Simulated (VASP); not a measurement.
A run of VASP 6.6.1 is set up as follows.

INCAR

```
  PREC = Accurate
  ENCUT = 520
  EDIFF = 1E-6
  ISMEAR = -1
  SIGMA = 0.05
  LREAL = F
  LASPH = T
  NELM = 80
  ALGO = Normal
  ISIF = 2
  LWAVE = F
  LCHARG = F
  GGA = PE
  NBANDS = 28
```

Contents of KPOINTS:

```
regular mesh
0
Gamma
  10 10 3
```

The input POSCAR:

```
Sr
1.0
    3.7511862058      0.0000000000      0.0000000000
   -1.8755931029      3.2486225485      0.0000000000
    0.0000000000      0.0000000000     12.2888042115
Sr
4
Direct
    0.0000000000      0.0000000000      0.0000000000
    0.0000000000      0.0000000000      0.5000000000
    0.3333333333      0.6666666667      0.2500000000
    0.6666666667      0.3333333333      0.7500000000
```

Potentials or basis: VASP PAW PBE potentials, release 64 (Sr_sv).

Run with:

```console
$ cat potpaw_PBE.64/Sr_sv/POTCAR > POTCAR
$ mpirun -np 1 vasp_std > vasp.out
```

Predict the pressure.

8.2 GPa.

Caveat: the cell stands under pressure.
